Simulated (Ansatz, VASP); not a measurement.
# Two plane-wave programs on LiMgBN2

Contents of INCAR:

```
  ALGO = Normal
  EDIFF = 1E-6
  ENCUT = 520
  GGA = PS
  ISIF = 2
  ISMEAR = 0
  LASPH = T
  LCHARG = F
  LREAL = F
  LWAVE = F
  NBANDS = 17
  NELM = 60
  PREC = Accurate
  SIGMA = 0.05
```

Contents of KPOINTS:

```
k-points
0
Gamma
  8 8 8
```

Contents of POSCAR:

```
LiMgBN2
1.0
   -1.8892991571      1.8892991571      4.4238420579
    1.8892991571     -1.8892991571      4.4238420579
    1.8892991571      1.8892991571     -4.4238420579
Li Mg B N
1 1 1 2
Direct
    0.2500000000      0.7500000000      0.5000000000
    0.7500000000      0.2500000000      0.5000000000
    0.5000000000      0.5000000000      0.0000000000
    0.6426409604      0.6426409604      0.0000000000
    0.3573590396      0.3573590396      0.0000000000
```

Input for Ansatz:

```yaml
crystal:
  lattice:
    - [-1.8892991571, 1.8892991571, 4.4238420579]
    - [1.8892991571, -1.8892991571, 4.4238420579]
    - [1.8892991571, 1.8892991571, -4.4238420579]
  atoms:
    - { symbol: Li, position: [0.25, 0.75, 0.5] }
    - { symbol: Mg, position: [0.75, 0.25, 0.5] }
    - { symbol: B, position: [0.5, 0.5, 0.0] }
    - { symbol: "N", position: [0.6426409604, 0.6426409604, 0.0] }
    - { symbol: "N", position: [0.3573590396, 0.3573590396, 0.0] }
basis:
  ecutwfc: 520.0
kpoints:
  mp_grid: { grid: [8, 8, 8] }
hamiltonian:
  xc: pbesol
  pseudopotentials: { kind: paw }
scf:
  occupations: { method: gaussian, width: 0.05 }
output:
  forces: true
  stress: true
  eigenvalues: true
```

Alike in both runs: task single point; functional PBEsol; k mesh 8 × 8 × 8; occupations gaussian, width 0.05 eV; no spin polarisation.

|  | VASP | Ansatz |
| --- | --- | --- |
| version | VASP 6.6.1 | Ansatz 0.2.0 |
| potentials or method | VASP PAW PBE potentials, release 64 (Li_sv, Mg, B, N), cutoff 520 eV | scalar-relativistic, plane waves, PAW |
| valence electrons in the cell | 18 | 26 |

|  | VASP | Ansatz | Ansatz less VASP |
| --- | --- | --- | --- |
| gap on the k mesh at the Fermi level (eV) | 2.66 | 2.67 | +0.003 |
| least direct gap on the mesh (eV) | 3.23 | 3.24 | +0.013 |
| rms of the force components (eV/Å) | 2.150 | 2.147 | -0.0030 |

VASP's potentials were made for PBE, not for PBEsol. Atom by atom the forces differ by 0.003 eV/Å (rms over components). The functional is the same, so the differences come from potentials, cutoffs and numerics. VASP's potentials hold 18 valence electrons a cell and Ansatz's 26, so a difference there can come from the potentials and not from the codes.

Noted on VASP's run: the cutoff is short for stress, so the pressure is rough.
